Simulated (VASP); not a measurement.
Here is a VASP 6.6.1 calculation.

The input INCAR:

```
  PREC = Accurate
  ENCUT = 520
  EDIFF = 1E-7
  ISMEAR = -1
  SIGMA = 0.05
  LREAL = F
  LASPH = T
  NELM = 80
  ALGO = Normal
  ISIF = 2
  LWAVE = F
  LCHARG = F
  GGA = PS
  NBANDS = 28
```

The input KPOINTS:

```
Automatic mesh
0
Gamma
  7 7 7
```

The input POSCAR:

```
SrTiO3
1.0
    3.9050000000     -0.0390500000     -0.0390500000
   -0.0390500000      3.9050000000     -0.0390500000
   -0.0390500000     -0.0390500000      3.9050000000
Sr Ti O
1 1 3
Direct
    0.0000000000      0.0000000000      0.0000000000
    0.5000000000      0.5000000000      0.5000000000
    0.0000000000      0.5000000000      0.5000000000
    0.5000000000      0.0000000000      0.5000000000
    0.5000000000      0.5000000000      0.0000000000
```

Potentials or basis: VASP PAW PBE potentials, release 64 (Sr_sv, Ti_sv, O).

The run is started by

```bash
$ cat potpaw_PBE.64/Sr_sv/POTCAR potpaw_PBE.64/Ti_sv/POTCAR potpaw_PBE.64/O/POTCAR > POTCAR
$ mpirun -np 1 vasp_std > vasp.out
```

**Question.** Estimate the pressure.

**Answer.** -1.2 GPa.

**Question.** Predict the band gap on the k mesh.

**Answer.** 1.77 eV (least direct gap 1.98 eV).

Stress tensor (GPa, compression positive):
```
-1.19  2.28  2.28
 2.28 -1.19  2.28
 2.28  2.28 -1.19
```

Caveat: the cell differs from its parent crystal (equal xy, yz and zx shear strains of -2 %); the PAW data sets were made with another functional, which shifts forces and pressure a little. A k mesh can miss the band edges.
